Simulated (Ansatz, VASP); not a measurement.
# One calculation of GaN, two programs

INCAR

```
SYSTEM = GaN
PREC     = Accurate       ! precision mode
ENCUT    = 600            ! plane-wave cutoff, eV
EDIFF    = 1E-6           ! SCF threshold, eV
ISMEAR   = 0              ! smearing method
SIGMA    = 0.01           ! smearing width, eV
LREAL    = .FALSE.        ! projectors in reciprocal space
LASPH    = .TRUE.         ! aspherical terms in the spheres
NELM     = 80             ! most SCF steps
ALGO     = Normal         ! electronic algorithm
ISIF     = 3              ! what is computed and relaxed
LWAVE    = .FALSE.        ! write WAVECAR
LCHARG   = .FALSE.        ! write CHGCAR
GGA      = PE             ! functional
IVDW     = 12             ! dispersion correction
IBRION   = 2              ! ionic algorithm
NSW      = 80             ! ionic steps
EDIFFG   = -0.01          ! ionic threshold
```

KPOINTS

```
Automatic mesh
0
G
  12 12 4
  0 0 0
```

POSCAR

```
GaN
1.0
    3.1800000000      0.0000000000      0.0000000000
   -1.5900000000      2.7539607800      0.0000000000
    0.0000000000      0.0000000000      5.1660000000
Ga N
2 2
Direct
    0.3333333300      0.6666666700      0.0000000000
    0.6666666700      0.3333333300      0.5000000000
    0.3333333300      0.6666666700      0.3750000000
    0.6666666700      0.3333333300      0.8750000000
```

Input for Ansatz:

```yaml
crystal:
  lattice:
    - [3.18, 0.0, 0.0]
    - [-1.59, 2.75396078, 0.0]
    - [0.0, 0.0, 5.166]
  atoms:
    - { symbol: Ga, position: [0.33333333, 0.66666667, 0.0] }
    - { symbol: Ga, position: [0.66666667, 0.33333333, 0.5] }
    - { symbol: "N", position: [0.33333333, 0.66666667, 0.375] }
    - { symbol: "N", position: [0.66666667, 0.33333333, 0.8750000000000001] }
basis:
  ecutwfc: 571.4391111657479
kpoints:
  mp_grid:
    grid: [12, 12, 4]
    shift: [0.0, 0.0, 0.0]
hamiltonian:
  xc: pbe
  dispersion: d3bj
scf:
  occupations:
    method: fixed
relax:
  max_steps: 60
  cell: {}
```

Alike in both runs: task relaxation of cell and atoms; functional PBE; dispersion D3(BJ); k mesh 12 × 12 × 4; no spin polarisation.

|  | VASP | Ansatz |
| --- | --- | --- |
| version | VASP 6.6.1 | Ansatz 0.2.0 |
| potentials or method | VASP PAW PBE potentials, release 64 (Ga_d, N), cutoff 600 eV | plane waves, PAW |
| occupations | gaussian, width 0.01 eV | fixed |
| valence electrons in the cell | 36 | 36 |

|  | VASP | Ansatz | Ansatz less VASP |
| --- | --- | --- | --- |
| relaxed volume (Å³/atom) | 11.51 | 11.52 | +0.006 |
| relaxed cell length with the largest relative difference (Å) | 3.195 | 3.196 | +0.0015 |
